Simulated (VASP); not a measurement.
# Cu (Fm-3m) in VASP: further runs

Cu is run at these levels: PBEsol, LDA, r2SCAN; tasks: electric field gradients.

All numbers are computed with VASP 6.6.1; they aren't measurements. Logs are shortened: lines on timing, memory, paths and dates and some standing lists are left out, and cuts for length are marked.

### 1 The cell of the first run

Symmetry: Fm-3m, No. 225, cubic system. Conventional cell: a = 3.615 Å, b = 3.615 Å, c = 3.615 Å, α = 90.00°, β = 90.00°, γ = 90.00°. Within 3.4 Å of Cu (site symmetry m-3m) lie 12 Cu at 2.56 Å.

### 2 Electric field gradients, PBEsol

The input, INCAR:

```
PREC = Accurate
ENCUT = 520
EDIFF = 1E-8
ISMEAR = -1
SIGMA = 0.05
LREAL = False
LASPH = True
NELM = 100
ALGO = Normal
ISIF = 2
LWAVE = False
LCHARG = False
GGA = PS
LEFG = True
NBANDS = 54
```

The input, KPOINTS:

```
Automatic mesh
0
Gamma
  3 3 3
```

The input, POSCAR:

```
Cu
1.0
    0.0000000000      3.6150000000      3.6150000000
    3.6150000000      0.0000000000      3.6150000000
    3.6150000000      3.6150000000      0.0000000000
Cu
8
Direct
    0.0000000000      0.0000000000      0.0000000000
    0.0000000000      0.0000000000      0.5000000000
    0.0000000000      0.5000000000      0.0000000000
    0.0000000000      0.5000000000      0.5000000000
    0.5000000000      0.0000000000      0.0000000000
    0.5000000000      0.0000000000      0.5000000000
    0.5000000000      0.5000000000      0.0000000000
    0.5000000000      0.5000000000      0.5000000000
```

Potentials or basis: VASP PAW PBE potentials, release 64 (Cu).

Run with:

```
cat potpaw_PBE.64/Cu/POTCAR > POTCAR
mpirun -np 1 vasp_std > vasp.out
```

OUTCAR:

```text
PREC = Accurate
   ENCUT = 520
   EDIFF = 1E-8
   ISMEAR = -1
   LREAL = False
   LASPH = True
   NELM = 100
   ISIF = 2
   GGA = PS

 ion  position               nearest neighbor table
   1  0.000  0.000  0.000-   2 2.56   3 2.56   5 2.56   2 2.56   4 2.56   6 2.56   3 2.56   4 2.56
                             7 2.56   5 2.56   6 2.56   7 2.56
   2  0.000  0.000  0.500-   1 2.56   4 2.56   6 2.56   1 2.56   3 2.56   5 2.56   3 2.56   4 2.56
                             8 2.56   5 2.56   6 2.56   8 2.56
   3  0.000  0.500  0.000-   1 2.56   4 2.56   7 2.56   2 2.56   4 2.56   8 2.56   1 2.56   2 2.56
                             5 2.56   5 2.56   7 2.56   8 2.56
   4  0.000  0.500  0.500-   2 2.56   3 2.56   8 2.56   1 2.56   3 2.56   7 2.56   1 2.56   2 2.56
                             6 2.56   6 2.56   7 2.56   8 2.56
   5  0.500  0.000  0.000-   1 2.56   6 2.56   7 2.56   2 2.56   6 2.56   8 2.56   3 2.56   7 2.56
                             8 2.56   1 2.56   2 2.56   3 2.56
   6  0.500  0.000  0.500-   2 2.56   5 2.56   8 2.56   1 2.56   5 2.56   7 2.56   4 2.56   7 2.56
                             8 2.56   1 2.56   2 2.56   4 2.56
   7  0.500  0.500  0.000-   3 2.56   5 2.56   8 2.56   4 2.56   6 2.56   8 2.56   1 2.56   5 2.56
                             6 2.56   1 2.56   3 2.56   4 2.56
   8  0.500  0.500  0.500-   4 2.56   6 2.56   7 2.56   3 2.56   5 2.56   7 2.56   2 2.56   5 2.56
                             6 2.56   2 2.56   3 2.56   4 2.56

  LATTYP: Found a face centered cubic cell.
 ALAT       =     7.2300000000

  Lattice vectors:

 A1 = (   0.0000000000,   3.6150000000,   3.6150000000)
 A2 = (   3.6150000000,   0.0000000000,   3.6150000000)
 A3 = (   3.6150000000,   3.6150000000,   0.0000000000)

Analysis of symmetry for initial positions (statically):
=====================================================================
 Subroutine PRICEL returns following result:

  LATTYP: Found a face centered cubic cell.
 ALAT       =     3.6150000000

  Lattice vectors:

 A1 = (   0.0000000000,   1.8075000000,   1.8075000000)
 A2 = (   1.8075000000,   0.0000000000,   1.8075000000)
 A3 = (   1.8075000000,   1.8075000000,   0.0000000000)

   8 primitive cells build up your supercell.

 Routine SETGRP: Setting up the symmetry group for a
 face centered cubic supercell.

 Subroutine GETGRP returns: Found 48 space group operations
 (whereof 48 operations were pure point group operations)
 out of a pool of 48 trial point group operations.

The static configuration has the point symmetry O_h .

Analysis of symmetry for dynamics (positions and initial velocities):
=====================================================================
 Subroutine PRICEL returns following result:

  LATTYP: Found a face centered cubic cell.
 ALAT       =     3.6150000000

  Lattice vectors:

 A1 = (   0.0000000000,   1.8075000000,   1.8075000000)
 A2 = (   1.8075000000,   0.0000000000,   1.8075000000)
 A3 = (   1.8075000000,   1.8075000000,   0.0000000000)

   8 primitive cells build up your supercell.

 Routine SETGRP: Setting up the symmetry group for a
 face centered cubic supercell.

 Subroutine GETGRP returns: Found 48 space group operations
 (whereof 48 operations were pure point group operations)
 out of a pool of 48 trial point group operations.

The dynamic configuration has the point symmetry O_h .

 Subroutine INISYM returns: Found 48 space group operations
 (whereof 48 operations are pure point group operations),
 and found     8 'primitive' translations

----------------------------------------------------------------------------------------

                                     Primitive cell

  volume of cell :      11.8104

  direct lattice vectors                    reciprocal lattice vectors
     0.000000000  1.807500000  1.807500000    -0.276625173  0.276625173  0.276625173
     1.807500000  0.000000000  1.807500000     0.276625173 -0.276625173  0.276625173
     1.807500000  1.807500000  0.000000000     0.276625173  0.276625173 -0.276625173

  length of vectors
     2.556191014  2.556191014  2.556191014     0.479128854  0.479128854  0.479128854

  position of ions in fractional coordinates (direct lattice)
     0.000000000  0.000000000  0.000000000

  ion indices of the primitive-cell ions
   primitive index   ion index
                 1           1

----------------------------------------------------------------------------------------

 KPOINTS: Automatic mesh

Automatic generation of k-mesh.
 Grid dimensions read from file:
 generate k-points for:    3    3    3

 Generating k-lattice:

  Cartesian coordinates                     Fractional coordinates (reciprocal lattice)
    -0.046104195  0.046104195  0.046104195     0.333333333  0.000000000  0.000000000
     0.046104195 -0.046104195  0.046104195     0.000000000  0.333333333  0.000000000
     0.046104195  0.046104195 -0.046104195     0.000000000  0.000000000  0.333333333

  Length of vectors
     0.079854809  0.079854809  0.079854809

  Shift w.r.t. Gamma in fractional coordinates (k-lattice)
     0.000000000  0.000000000  0.000000000

 Subroutine IBZKPT returns following result:
 ===========================================

 Found      4 irreducible k-points:

 Following reciprocal coordinates:
            Coordinates               Weight
  0.000000  0.000000  0.000000      1.000000
  0.333333  0.000000  0.000000      8.000000
  0.333333  0.333333  0.000000      6.000000
 -0.333333  0.333333  0.000000     12.000000
   k-points           NKPTS =      4   k-points in BZ     NKDIM =      4   number of bands    NBANDS=     54
   number of dos      NEDOS =    301   number of ions     NIONS =      8
   total plane-waves  NPLWV =  64000
   dimension x,y,z NGX =    40 NGY =   40 NGZ =   40
   dimension x,y,z NGXF=    80 NGYF=   80 NGZF=   80
   ions per type =               8
   NGX,Y,Z   is equivalent  to a cutoff of  13.01, 13.01, 13.01 a.u.
   NGXF,Y,Z  is equivalent  to a cutoff of  26.01, 26.01, 26.01 a.u.
 SYSTEM =  unknown system
   PREC   = accura    normal or accurate (medium, high low for compatibility)
   ISTART =      0    job   : 0-new  1-cont  2-samecut
   ICHARG =      2    charge: 1-file 2-atom 10-const
   ISPIN  =      1    spin polarized calculation?
   LNONCOLLINEAR =      F non collinear calculations
   LSORBIT =      F    spin-orbit coupling
   LASPH  =      T    aspherical Exc in radial PAW
   ENCUT  =  520.0 eV  38.22 Ry    6.18 a.u.   9.51  9.51  9.51*2*pi/ulx,y,z
   NELM   =    100;   NELMIN=  2; NELMDL= -5     # of ELM steps
   EDIFF  = 0.1E-07   stopping-criterion for ELM
   LREAL  =      F    real-space projection
   EDIFFG = 0.1E-06   stopping-criterion for IOM
   NSW    =      0    number of steps for IOM
   IBRION =     -1    ionic relax: 0-MD 1-quasi-New 2-CG
   NFREE  =      0    steps in history (QN), initial steepest desc. (CG)
   ISIF   =      2    stress and relaxation
   ISYM   =      2    0-nonsym 1-usesym 2-fastsym
   POTIM  = 0.5000    time-step for ionic-motion
   TEBEG  =    0.0;   TEEND  =   0.0 temperature during run
   PSTRESS=    0.0 pullay stress
   NELECT =      88.0000    total number of electrons
   NUPDOWN=      -1.0000    fix difference up-down
   EMIN   =  10.00;   EMAX   =-10.00  energy-range for DOS
   EFERMI =   0.00;   METHOD = LEGACY
   ISMEAR =    -1;   SIGMA  =   0.05  broadening in eV -4-tet -1-fermi 0-gaus
   EFERMI_NEDOS =   21; number of points for ismear=-14 and -15
   IALGO  =     38    algorithm
   IMIX   =      4    mixing-type and parameters
     AMIX     =   0.40;   BMIX     =  1.00
     AMIX_MAG =   1.60;   BMIX_MAG =  1.00
  volume/ion in A,a.u.               =      11.81        79.70
  Fermi-wavevector in a.u.,A,eV,Ry     =   1.598763  3.021224 34.777078  2.556043
  Thomas-Fermi vector in A             =   2.696162
   LORBIT       =      0    0 simple, 1 ext, 2 COOP (PROOUT), +10 PAW based schemes
   GGA     = PS    functional components
   LHFCALC =     F    Hartree Fock is set to
   AEXX    =    0.0000 exact exchange contribution
   IVDW    =     0    specifies the selected vdW correction
   LEPSILON=     F    determine dielectric tensor
   LRPA    =     F    only Hartree local field effects (RPA)
 non-spin polarized calculation
  energy-cutoff  :      520.00
  volume of cell :       94.48
 maximum number of plane-waves:      2637
 NGX is ok and might be reduce to    40
   NGX = 19   NGY = 19   NGZ = 19

 number of electron      88.0000012 magnetization

 Free energy of the ion-electron system (eV)
  ---------------------------------------------------
  ext. energy  EPLUGINS =         0.00000000
  ---------------------------------------------------
  free energy    TOTEN  =       -33.92897288 eV

  energy without entropy =      -33.86878909  energy(sigma->0) =      -33.89888099

 E-fermi :   7.3371     XC(G=0): -12.9084

 val. band max:        7.3111030111   @ k =  -0.3333   0.3333   0.0000
 cond. band min:       7.8543573086   @ k =   0.3333   0.0000   0.0000
 fundamental gap:      0.5432542975
 Fermi energy:         7.3371302069

 k-point     1 :       0.0000    0.0000    0.0000
  band No.  band energies     occupation
      1      -1.9883      2.00000
      2       2.3072      2.00000
      3       2.3072      2.00000
      4       2.3072      2.00000
      5       2.3072      2.00000
      6       2.5142      2.00000
[... 46 lines left out ...]
     53      14.4947      0.00000
     54      14.4947      0.00000

 k-point     2 :       0.3333    0.0000    0.0000
  band No.  band energies     occupation
      1      -0.9995      2.00000
      2       1.3838      2.00000
      3       2.7328      2.00000
      4       2.7328      2.00000
      5       2.7328      2.00000
      6       2.8022      2.00000
[... 46 lines left out ...]
     53      16.3218      0.00000
     54      16.3218      0.00000

 k-point     3 :       0.3333    0.3333    0.0000
  band No.  band energies     occupation
      1      -0.6772      2.00000
      2       2.0941      2.00000
      3       2.5574      2.00000
      4       2.5574      2.00000
      5       2.5574      2.00000
      6       2.5574      2.00000
[... 46 lines left out ...]
     53      15.0366      0.00000
     54      15.0366      0.00000

 k-point     4 :      -0.3333    0.3333    0.0000
  band No.  band energies     occupation
      1       0.5185      2.00000
      2       1.2846      2.00000
      3       1.2846      2.00000
      4       2.8450      2.00000
      5       2.8450      2.00000
      6       3.3421      2.00000
[... 46 lines left out ...]
     53      17.6286      0.00000
     54      17.6286      0.00000

------------------------ aborting loop because EDIFF is reached ----------------------------------------

  FORCE on cell =-STRESS in cart. coord.  units (eV):
  Direction    XX          YY          ZZ          XY          YZ          ZX
  --------------------------------------------------------------------------------------
  -------------------------------------------------------------------------------------
  Total       -2.7494611     -2.7494611     -2.7494611      0.0000000     -0.0000000      0.0000000
  in kB      -46.6233278    -46.6233278    -46.6233278      0.0000000     -0.0000000      0.0000000
  external PRESSURE =     -46.6233278 kB  Pullay stress =       0.0000000 kB

 VOLUME and BASIS-vectors are now :
 -----------------------------------------------------------------------------
  energy-cutoff  :      520.00
  volume of cell :       94.48
      direct lattice vectors                 reciprocal lattice vectors
     0.000000000  3.615000000  3.615000000    -0.138312586  0.138312586  0.138312586
     3.615000000  0.000000000  3.615000000     0.138312586 -0.138312586  0.138312586
     3.615000000  3.615000000  0.000000000     0.138312586  0.138312586 -0.138312586

 POSITION                                       TOTAL-FORCE (eV/Angst)
 -----------------------------------------------------------------------------------
      0.00000      0.00000      0.00000         0.000000     -0.000000      0.000000
      1.80750      1.80750      0.00000        -0.000000      0.000000     -0.000000
      1.80750      0.00000      1.80750        -0.000000     -0.000000     -0.000000
      3.61500      1.80750      1.80750        -0.000000      0.000000      0.000000
      0.00000      1.80750      1.80750        -0.000000      0.000000     -0.000000
      1.80750      3.61500      1.80750         0.000000     -0.000000      0.000000
      1.80750      1.80750      3.61500         0.000000      0.000000      0.000000
      3.61500      3.61500      3.61500         0.000000      0.000000      0.000000
 -----------------------------------------------------------------------------------
    total drift:                                0.000000     -0.000000      0.000000

  FREE ENERGIE OF THE ION-ELECTRON SYSTEM (eV)
  ---------------------------------------------------
  free  energy   TOTEN  =       -33.9289728830 eV

  energy  without entropy=      -33.8687890897  energy(sigma->0) =      -33.89888099

 Electric field gradients (V/A^2)
---------------------------------------------------------------------
 ion       V_xx      V_yy      V_zz      V_xy      V_xz      V_yz
---------------------------------------------------------------------
   1      -0.000    -0.000     0.000     0.003     0.003     0.003
   2      -0.000    -0.000     0.000     0.003     0.003     0.003
   3      -0.000    -0.000     0.000     0.003     0.003     0.003
   4      -0.000    -0.000     0.000     0.003     0.003     0.003
   5      -0.000    -0.000     0.000     0.003     0.003     0.003
   6      -0.000    -0.000     0.000     0.003     0.003     0.003
   7      -0.000    -0.000     0.000     0.003     0.003     0.003
   8      -0.000    -0.000     0.000     0.003     0.003     0.003
---------------------------------------------------------------------

 Electric field gradients after diagonalization (V/A^2)
 (convention: |V_zz| > |V_xx| > |V_yy|)
----------------------------------------------------------------------
 ion       V_xx      V_yy      V_zz     asymmetry (V_yy - V_xx)/ V_zz
----------------------------------------------------------------------
   1      -0.003    -0.003     0.005       0.000
   2      -0.003    -0.003     0.005       0.000
   3      -0.003    -0.003     0.005       0.000
   4      -0.003    -0.003     0.005       0.000
   5      -0.003    -0.003     0.005       0.000
   6      -0.003    -0.003     0.005       0.000
   7      -0.003    -0.003     0.005       0.000
   8      -0.003    -0.003     0.005       0.000
----------------------------------------------------------------------

           NMR quadrupolar parameters

 Cq : quadrupolar parameter    Cq=e*Q*V_zz/h
 eta: asymmetry parameters     (V_yy - V_xx)/ V_zz
 Q  : nuclear electric quadrupole moment in mb (millibarn)
----------------------------------------------------------------------
 ion       Cq(MHz)       eta       Q (mb)
----------------------------------------------------------------------
   1       0.000       0.000       1.000
   2       0.000       0.000       1.000
   3       0.000       0.000       1.000
   4       0.000       0.000       1.000
   5       0.000       0.000       1.000
   6       0.000       0.000       1.000
   7       0.000       0.000       1.000
   8       0.000       0.000       1.000
----------------------------------------------------------------------
```

Run time: 33 s. Hardware: 1 thread of Intel Xeon 8259CL, shared host; peak memory 0.23 GiB.

What came out:

```yaml
Free_energy: -33.9290 eV
Pressure: -4.7 GPa
Band_gap_on_the_k_mesh: zero (bands 44 and 45 overlap by 1.49 eV)
Largest_electric_field_gradient_by_atom: zero within the noise of the run
```

Levels at points of the mesh, in eV from the Fermi level:
| k point | band 41 | band 42 | band 43 | band 44 | band 45 | band 46 | band 47 | band 48 | band 49 | band 50 |
| --- | --- | --- | --- | --- | --- | --- | --- | --- | --- | --- |
| (0.00, 0.00, 0.00) | -1.42 | -0.98 | -0.98 | -0.98 | -0.98 | 1.52 | 1.52 | 1.52 | 3.80 | 3.80 |

Caveat: the k points lie up to 0.50 Å⁻¹ apart, too coarse for converged energies and pressures of a metal; the PAW data sets were made with another functional, which shifts forces and pressure a little.

(Part 1 of 3 ends here.)
